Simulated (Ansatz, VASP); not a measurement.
**Two plane-wave programs on NbAs**

POSCAR

```
NbAs
1.0
    0.0000000000      2.7825564784      2.7825564784
    2.7825564784      0.0000000000      2.7825564784
    2.7825564784      2.7825564784      0.0000000000
Nb As
1 1
Direct
    0.0000000000      0.0000000000      0.0000000000
    0.2500000000      0.2500000000      0.2500000000
```

The input INCAR.step1:

```
ALGO     = Normal         # electronic algorithm
EDIFF    = 1E-5           # SCF threshold, eV
ENCUT    = 550            # plane-wave cutoff, eV
GGA      = PE             # functional
GGA_COMPAT= F            
ISMEAR   = 0              # smearing method
LASPH    = T              # aspherical terms in the spheres
LCHARG   = F              # write CHGCAR
LREAL    = F              # projectors in reciprocal space
LWAVE    = T              # write WAVECAR
NBANDS   = 16             # bands
NELM     = 120            # most SCF steps
PREC     = Accurate       # precision mode
SIGMA    = 0.1            # smearing width, eV
```

Contents of INCAR.step2:

```
ALGO     = Normal         # electronic algorithm
EDIFF    = 1E-6           # SCF threshold, eV
ENCUT    = 550            # plane-wave cutoff, eV
GGA_COMPAT= F            
ISIF     = 2              # what is computed and relaxed
ISMEAR   = 0              # smearing method
ISTART   = 1            
LASPH    = T              # aspherical terms in the spheres
LCHARG   = F              # write CHGCAR
LMIXTAU  = T            
LREAL    = F              # projectors in reciprocal space
LWAVE    = F              # write WAVECAR
METAGGA  = R2SCAN         # meta-GGA
NBANDS   = 16             # bands
NELM     = 120            # most SCF steps
PREC     = Accurate       # precision mode
SIGMA    = 0.1            # smearing width, eV
```

Contents of KPOINTS:

```
k-points
0
Gamma
  12 12 12
```

Input for Ansatz:

```yaml
crystal:
  lattice:
    - [0.0, 2.7825565177, 2.7825565177]
    - [2.7825565177, 0.0, 2.7825565177]
    - [2.7825565177, 2.7825565177, 0.0]
  atoms:
    - { symbol: Nb, position: [0.0, 0.0, 0.0] }
    - { symbol: As, position: [0.25, 0.25, 0.25] }
basis:
  ecutwfc: 500
kpoints:
  mp_grid: { grid: [12, 12, 12] }
hamiltonian:
  xc: r2scan
scf:
  occupations: { method: gaussian, width: 0.1 }
  lower_state_search: "off"
output:
  forces: true
  stress: true
  eigenvalues: true
```

Alike in both runs: task single point; functional r2SCAN; k mesh 12 × 12 × 12; occupations gaussian, width 0.1 eV; no spin polarisation.

```csv
,VASP,Ansatz
version,VASP 6.6.1,Ansatz 0.2.0
potentials or method,"VASP PAW PBE potentials, release 64 (Nb_sv, As), cutoff 550 eV","scalar-relativistic, plane waves, PAW"
valence electrons in the cell,18,28
```

```csv
,VASP,Ansatz,Ansatz less VASP
gap on the k mesh at the Fermi level (eV),none,none,-
pressure (GPa),15.0,14.9,-0.04
```

VASP's potentials were made for PBE, not for r2SCAN. A gap of «none» marks a metal or a gap that the smearing closes. VASP's potentials hold 18 valence electrons a cell and Ansatz's 28, so a difference there can come from the potentials and not from the codes.
